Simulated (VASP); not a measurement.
A run of VASP 6.6.1:

Contents of INCAR:

```
SYSTEM = LiMg
ALGO     = Normal         ! electronic algorithm
EDIFF    = 1E-7           ! SCF threshold, eV
ENCUT    = 520            ! plane-wave cutoff, eV
GGA      = CA             ! functional
ISIF     = 2              ! what is computed and relaxed
ISMEAR   = 1              ! smearing method
LASPH    = .True.         ! aspherical terms in the spheres
LCHARG   = .False.        ! write CHGCAR
LREAL    = .False.        ! projectors in reciprocal space
LWAVE    = .False.        ! write WAVECAR
NBANDS   = 13             ! bands
NELM     = 100            ! most SCF steps
PREC     = Accurate       ! precision mode
SIGMA    = 0.05           ! smearing width, eV
```

Contents of KPOINTS:

```
k-points
0
Gamma
  5 7 5
  0 0 0
```

POSCAR

```
LiMg
1.0
    4.8713404851      0.0000000000      0.0000000000
    0.0000000000      3.3121783535      0.0000000000
    0.0000000000      0.0000000000      4.8924951993
Li Mg
2 2
Direct
    0.7500000000      0.0000000000      0.2571170000
    0.2500000000      0.0000000000      0.7428830000
    0.2500000000      0.5000000000      0.2438730000
    0.7500000000      0.5000000000      0.7561270000
```

Potentials or basis: VASP PAW LDA potentials, release 64 (Li_sv, Mg).

Run with:

```console
$ cat potpaw_LDA.64/Li_sv/POTCAR potpaw_LDA.64/Mg/POTCAR > POTCAR
$ mpirun -np 1 vasp_std > vasp.out
```

Hardware: 1 thread of Intel(R) Xeon(R) Platinum 8488C (Sapphire Rapids) (shared host).

Question: Estimate the wall time of this run.

Answer: Run time: 19 s on 1 thread of Intel(R) Xeon(R) Platinum 8488C (Sapphire Rapids), with other jobs on the host, peak memory 0.17 GiB. Counts: scf iterations 11, k points 36.
